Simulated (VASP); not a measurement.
# CsPbCl3 in VASP: a series of runs

CsPbCl3 is run at these levels: PBEsol, PBE, LDA; tasks: single point.

Everything below comes from runs of VASP 6.6.1. Logs are shortened: lines on timing, memory, paths and dates and some standing lists are left out, and cuts for length are marked.

**1. The cell of the first run**

The typed cell holds 5 atoms: a = 5.625 Å, b = 5.625 Å, c = 5.625 Å, α = 90.00°, β = 90.00°, γ = 90.00°.

**2. Single point, PBEsol**

INCAR

```
  PREC = Accurate
  ENCUT = 520
  EDIFF = 1E-6
  ISMEAR = -1
  SIGMA = 0.02
  LREAL = F
  LASPH = T
  NELM = 80
  ALGO = Normal
  ISIF = 2
  LWAVE = F
  LCHARG = F
  GGA = PS
  NBANDS = 30
```

KPOINTS

```
regular mesh
0
Gamma
  4 4 4
```

POSCAR

```
CsPbCl3
1.0
    3.9777006109      2.2965265185      3.2476368809
   -3.9777006109      2.2965265185      3.2476368809
    0.0000000000     -4.5930530370      3.2476368808
Cs Pb Cl
1 1 3
Direct
    0.5000000000      0.5000000000      0.5000000000
    0.0000000000      0.0000000000      0.0000000000
    0.5000000000      0.0000624863      0.9999375137
    0.0000624863      0.9999375137      0.5000000000
    0.9999375137      0.5000000000      0.0000624863
```

Potentials or basis: VASP PAW PBE potentials, release 64 (Cs_sv, Pb_d, Cl).

Started as:

```bash
cat potpaw_PBE.64/Cs_sv/POTCAR potpaw_PBE.64/Pb_d/POTCAR potpaw_PBE.64/Cl/POTCAR > POTCAR
mpirun -np 1 vasp_std > vasp.out
```

OUTCAR:

```text
PREC = Accurate
   ENCUT = 520
   EDIFF = 1E-6
   ISMEAR = -1
   LREAL = F
   LASPH = T
   NELM = 80
   ISIF = 2
   GGA = PS

 ion  position               nearest neighbor table
   1  0.500  0.500  0.500-
   2  0.000  0.000  0.000-   4 2.81   4 2.81   5 2.81   3 2.81   5 2.81   3 2.81
   3  0.500  0.000  1.000-   2 2.81   2 2.81
   4  0.000  1.000  0.500-   2 2.81   2 2.81
   5  1.000  0.500  0.000-   2 2.81   2 2.81

  LATTYP: Found a trigonal (rhomboedric) cell.
 ALAT       =     5.6252361293
 COS(alpha) =    -0.0000291623

  Lattice vectors:

 A1 = (   3.9777006109,   2.2965265185,   3.2476368809)
 A2 = (  -3.9777006109,   2.2965265185,   3.2476368809)
 A3 = (   0.0000000000,  -4.5930530370,   3.2476368808)

Analysis of symmetry for initial positions (statically):
=====================================================================
 Subroutine PRICEL returns:
 Original cell was already a primitive cell.

 Routine SETGRP: Setting up the symmetry group for a
 trigonal (rhombohedral) supercell.

 Subroutine GETGRP returns: Found  6 space group operations
 (whereof  6 operations were pure point group operations)
 out of a pool of 12 trial point group operations.

The static configuration has the point symmetry D_3 .

Analysis of symmetry for dynamics (positions and initial velocities):
=====================================================================
 Subroutine PRICEL returns:
 Original cell was already a primitive cell.

 Routine SETGRP: Setting up the symmetry group for a
 trigonal (rhombohedral) supercell.

 Subroutine GETGRP returns: Found  6 space group operations
 (whereof  6 operations were pure point group operations)
 out of a pool of 12 trial point group operations.

The dynamic configuration has the point symmetry D_3 .

 Subroutine INISYM returns: Found  6 space group operations
 (whereof  6 operations are pure point group operations),
 and found     1 'primitive' translations

----------------------------------------------------------------------------------------

                                     Primitive cell

  volume of cell :     178.0009

  direct lattice vectors                    reciprocal lattice vectors
     3.977700611  2.296526518  3.247636881     0.125700763  0.072573369  0.102638733
    -3.977700611  2.296526518  3.247636881    -0.125700763  0.072573369  0.102638733
     0.000000000 -4.593053037  3.247636881     0.000000000 -0.145146738  0.102638733

  length of vectors
     5.625236129  5.625236129  5.625236129     0.177770315  0.177770315  0.177770315

  position of ions in fractional coordinates (direct lattice)
     0.500000000  0.500000000  0.500000000
     0.000000000  0.000000000  0.000000000
     0.500000000  0.000062486  0.999937514
     0.000062486  0.999937514  0.500000000
     0.999937514  0.500000000  0.000062486

  ion indices of the primitive-cell ions
   primitive index   ion index
                 1           1
                 2           2
                 3           3
                 4           4
                 5           5

----------------------------------------------------------------------------------------

 KPOINTS: regular mesh

Automatic generation of k-mesh.
 Grid dimensions read from file:
 generate k-points for:    4    4    4

 Generating k-lattice:

  Cartesian coordinates                     Fractional coordinates (reciprocal lattice)
     0.031425191  0.018143342  0.025659683     0.250000000  0.000000000  0.000000000
    -0.031425191  0.018143342  0.025659683     0.000000000  0.250000000  0.000000000
     0.000000000 -0.036286685  0.025659683    -0.000000000 -0.000000000  0.250000000

  Length of vectors
     0.044442579  0.044442579  0.044442579

  Shift w.r.t. Gamma in fractional coordinates (k-lattice)
     0.000000000  0.000000000  0.000000000

 Subroutine IBZKPT returns following result:
 ===========================================

 Found     13 irreducible k-points:

 Following reciprocal coordinates:
            Coordinates               Weight
  0.000000  0.000000  0.000000      1.000000
  0.250000  0.000000  0.000000      6.000000
  0.500000  0.000000  0.000000      3.000000
  0.250000  0.250000  0.000000      6.000000
  0.500000  0.250000  0.000000     12.000000
 -0.250000  0.250000  0.000000      6.000000
  0.500000  0.500000  0.000000      3.000000
  0.250000  0.250000  0.250000      2.000000
  0.500000  0.250000  0.250000      6.000000
 -0.250000  0.250000  0.250000      6.000000
  0.500000  0.500000  0.250000      6.000000
 -0.250000  0.500000  0.250000      6.000000
  0.500000  0.500000  0.500000      1.000000
   k-points           NKPTS =     13   k-points in BZ     NKDIM =     13   number of bands    NBANDS=     30
   number of dos      NEDOS =    301   number of ions     NIONS =      5
   total plane-waves  NPLWV =  74088
   dimension x,y,z NGX =    42 NGY =   42 NGZ =   42
   dimension x,y,z NGXF=    84 NGYF=   84 NGZF=   84
   ions per type =               1   1   3
   NGX,Y,Z   is equivalent  to a cutoff of  12.41, 12.41, 12.41 a.u.
   NGXF,Y,Z  is equivalent  to a cutoff of  24.83, 24.83, 24.83 a.u.
 SYSTEM =  unknown system
   PREC   = accura    normal or accurate (medium, high low for compatibility)
   ISTART =      0    job   : 0-new  1-cont  2-samecut
   ICHARG =      2    charge: 1-file 2-atom 10-const
   ISPIN  =      1    spin polarized calculation?
   LNONCOLLINEAR =      F non collinear calculations
   LSORBIT =      F    spin-orbit coupling
   LASPH  =      T    aspherical Exc in radial PAW
   ENCUT  =  520.0 eV  38.22 Ry    6.18 a.u.  10.46 10.46 10.46*2*pi/ulx,y,z
   NELM   =     80;   NELMIN=  2; NELMDL= -5     # of ELM steps
   EDIFF  = 0.1E-05   stopping-criterion for ELM
   LREAL  =      F    real-space projection
   EDIFFG = 0.1E-04   stopping-criterion for IOM
   NSW    =      0    number of steps for IOM
   IBRION =     -1    ionic relax: 0-MD 1-quasi-New 2-CG
   NFREE  =      0    steps in history (QN), initial steepest desc. (CG)
   ISIF   =      2    stress and relaxation
   ISYM   =      2    0-nonsym 1-usesym 2-fastsym
   POTIM  = 0.5000    time-step for ionic-motion
   TEBEG  =    0.0;   TEEND  =   0.0 temperature during run
   PSTRESS=    0.0 pullay stress
   NELECT =      44.0000    total number of electrons
   NUPDOWN=      -1.0000    fix difference up-down
   EMIN   =  10.00;   EMAX   =-10.00  energy-range for DOS
   EFERMI =   0.00;   METHOD = LEGACY
   ISMEAR =    -1;   SIGMA  =   0.02  broadening in eV -4-tet -1-fermi 0-gaus
   EFERMI_NEDOS =   21; number of points for ismear=-14 and -15
   IALGO  =     38    algorithm
   IMIX   =      4    mixing-type and parameters
     AMIX     =   0.40;   BMIX     =  1.00
     AMIX_MAG =   1.60;   BMIX_MAG =  1.00
  volume/ion in A,a.u.               =      35.60       240.24
  Fermi-wavevector in a.u.,A,eV,Ry     =   1.027429  1.941558 14.362438  1.055609
  Thomas-Fermi vector in A             =   2.161373
   LORBIT       =      0    0 simple, 1 ext, 2 COOP (PROOUT), +10 PAW based schemes
   GGA     = PS    functional components
   LHFCALC =     F    Hartree Fock is set to
   AEXX    =    0.0000 exact exchange contribution
   IVDW    =     0    specifies the selected vdW correction
   LEPSILON=     F    determine dielectric tensor
   LRPA    =     F    only Hartree local field effects (RPA)
 non-spin polarized calculation
  energy-cutoff  :      520.00
  volume of cell :      178.00
 maximum number of plane-waves:      4828
 NGX is ok and might be reduce to    42
   NGX = 21   NGY = 21   NGZ = 21

 number of electron      44.0000012 magnetization

 Free energy of the ion-electron system (eV)
  ---------------------------------------------------
  ext. energy  EPLUGINS =         0.00000000
  ---------------------------------------------------
  free energy    TOTEN  =       -18.35950902 eV

  energy without entropy =      -18.35950902  energy(sigma->0) =      -18.35950902

 E-fermi :   1.9931     XC(G=0):  -7.9604

 val. band max:        1.5767967546   @ k =   0.5000   0.5000   0.5000
 cond. band min:       3.4261909885   @ k =   0.5000   0.5000   0.5000
 fundamental gap:      1.8493942339
 Fermi energy:         1.9930649810

 k-point     1 :       0.0000    0.0000    0.0000
  band No.  band energies     occupation
      1     -19.7122      2.00000
      2     -15.1503      2.00000
      3     -15.1503      2.00000
      4     -14.9127      2.00000
      5     -14.9127      2.00000
      6     -14.9127      2.00000
[... 22 lines left out ...]
     29       7.6570      0.00000
     30       7.6572      0.00000

 k-point     2 :       0.2500    0.0000    0.0000
  band No.  band energies     occupation
      1     -19.7111      2.00000
      2     -15.1501      2.00000
      3     -15.1007      2.00000
      4     -14.9135      2.00000
      5     -14.9135      2.00000
      6     -14.9127      2.00000
[... 22 lines left out ...]
     29       6.9619      0.00000
     30       7.8351      0.00000

 k-point     3 :       0.5000    0.0000    0.0000
  band No.  band energies     occupation
      1     -19.7101      2.00000
      2     -15.1500      2.00000
      3     -15.0493      2.00000
      4     -14.9142      2.00000
      5     -14.9142      2.00000
      6     -14.9127      2.00000
[... 22 lines left out ...]
     29       7.3049      0.00000
     30       8.4235      0.00000

 k-point     4 :       0.2500    0.2500    0.0000
  band No.  band energies     occupation
      1     -19.7101      2.00000
      2     -15.1264      2.00000
      3     -15.0721      2.00000
      4     -14.9142      2.00000
      5     -14.9134      2.00000
      6     -14.9134      2.00000
[... 253 lines left out ...]
     29       7.3771      0.00000
     30       7.8126      0.00000

 k-point    12 :      -0.2500    0.5000    0.2500
  band No.  band energies     occupation
      1     -19.7084      2.00000
      2     -15.0719      2.00000
      3     -15.0146      2.00000
      4     -14.9149      2.00000
      5     -14.9149      2.00000
      6     -14.9142      2.00000
[... 22 lines left out ...]
     29       7.7027      0.00000
     30       7.7417      0.00000

 k-point    13 :       0.5000    0.5000    0.5000
  band No.  band energies     occupation
      1     -19.7068      2.00000
      2     -14.9809      2.00000
      3     -14.9809      2.00000
      4     -14.9157      2.00000
      5     -14.9157      2.00000
      6     -14.9157      2.00000
[... 22 lines left out ...]
     29       7.1392      0.00000
     30       8.3881      0.00000

------------------------ aborting loop because EDIFF is reached ----------------------------------------

  FORCE on cell =-STRESS in cart. coord.  units (eV):
  Direction    XX          YY          ZZ          XY          YZ          ZX
  --------------------------------------------------------------------------------------
  -------------------------------------------------------------------------------------
  Total       -0.0393844     -0.0393844     -0.0389130      0.0000000     -0.0000000      0.0000000
  in kB       -0.3544965     -0.3544965     -0.3502541      0.0000000     -0.0000000      0.0000000
  external PRESSURE =      -0.3530824 kB  Pullay stress =       0.0000000 kB

 VOLUME and BASIS-vectors are now :
 -----------------------------------------------------------------------------
  energy-cutoff  :      520.00
  volume of cell :      178.00
      direct lattice vectors                 reciprocal lattice vectors
     3.977700611  2.296526518  3.247636881     0.125700763  0.072573369  0.102638733
    -3.977700611  2.296526518  3.247636881    -0.125700763  0.072573369  0.102638733
     0.000000000 -4.593053037  3.247636881     0.000000000 -0.145146738  0.102638733

 POSITION                                       TOTAL-FORCE (eV/Angst)
 -----------------------------------------------------------------------------------
      0.00000      0.00000      4.87146         0.000000     -0.000000     -0.000000
      0.00000      0.00000      0.00000         0.000000      0.000000     -0.000000
      1.98860     -3.44436      4.87146        -0.000005      0.000008      0.000000
     -3.97720      0.00000      4.87146         0.000009     -0.000000      0.000000
      1.98860      3.44436      4.87146        -0.000005     -0.000008     -0.000000
 -----------------------------------------------------------------------------------
    total drift:                                0.000000     -0.000000      0.000000

  FREE ENERGIE OF THE ION-ELECTRON SYSTEM (eV)
  ---------------------------------------------------
  free  energy   TOTEN  =       -18.3595090209 eV

  energy  without entropy=      -18.3595090208  energy(sigma->0) =      -18.35950902
```

It took 61 s on 1 thread of Oxide Virtual Turin-like, shared host; peak memory 0.25 GiB.

What came out:

```
Free energy            : -18.3595 eV
Pressure               : 0.0 GPa
Band gap on the k mesh : 1.85 eV
```

Caveat: the PAW data sets were made with another functional, which shifts forces and pressure a little; spin-orbit coupling is left out, which moves the levels of the heavy elements. A k mesh can miss the band edges.

**3. Single point, PBE**

This run uses another cell than the first one, of 36.59 Å³/atom.

INCAR

```
SYSTEM = CsPbCl3
ALGO = Normal
EDIFF = 1E-6
ENCUT = 520
GGA = PE
ISIF = 2
ISMEAR = -1
LASPH = .TRUE.
LCHARG = .FALSE.
LREAL = .FALSE.
LWAVE = .FALSE.
NBANDS = 30
NELM = 60
PREC = Accurate
SIGMA = 0.02
```

KPOINTS

```
k-points
0
G
  4 4 4
  0 0 0
```

POSCAR

```
CsPbCl3
1.0
    4.0141224310      2.3175546661      3.2773182345
   -4.0141224310      2.3175546661      3.2773182345
    0.0000000000     -4.6351093322      3.2773182345
Cs Pb Cl
1 1 3
Direct
    0.5000000000      0.5000000000      0.5000000000
    0.0000000000      0.0000000000      0.0000000000
    0.5000000000      0.0000514515      0.9999485485
    0.0000514515      0.9999485485      0.5000000000
    0.9999485485      0.5000000000      0.0000514515
```

Potentials or basis: VASP PAW PBE potentials, release 64 (Cs_sv, Pb_d, Cl).

Started as:

```bash
cat potpaw_PBE.64/Cs_sv/POTCAR potpaw_PBE.64/Pb_d/POTCAR potpaw_PBE.64/Cl/POTCAR > POTCAR
mpirun -np 1 vasp_std > vasp.out
```

It took 82 s on 1 thread of Oxide Virtual Turin-like, shared host; peak memory 0.25 GiB.

The run converged. Its results:

| Property | Result |
| --- | --- |
| Free energy | -17.5345 eV |
| Pressure | 0.7 GPa |
| Band gap on the k mesh | 2.10 eV |

Levels at points of the mesh, in eV from the valence-band top:
```
           k point  band 18  band 19  band 20  band 21  band 22  band 23  band 24  band 25  band 26  band 27
(0.00, 0.00, 0.00)    -2.35    -2.35    -2.26    -2.26    -2.26     3.53     4.55     4.55     5.45     5.45
(0.50, 0.00, 0.00)    -2.44    -2.44    -2.35    -2.35    -1.55     3.10     4.86     5.38     5.38     5.40
(0.50, 0.50, 0.00)    -2.52    -2.52    -2.50    -1.96    -0.75     2.64     2.64     5.00     5.57     5.87
(0.50, 0.50, 0.50)    -2.50    -1.95    -1.95    -1.95     0.00     2.10     2.10     2.10     5.30     5.76
```

Caveat: spin-orbit coupling is left out, which moves the levels of the heavy elements.

(Part 1 of 2 ends here.)
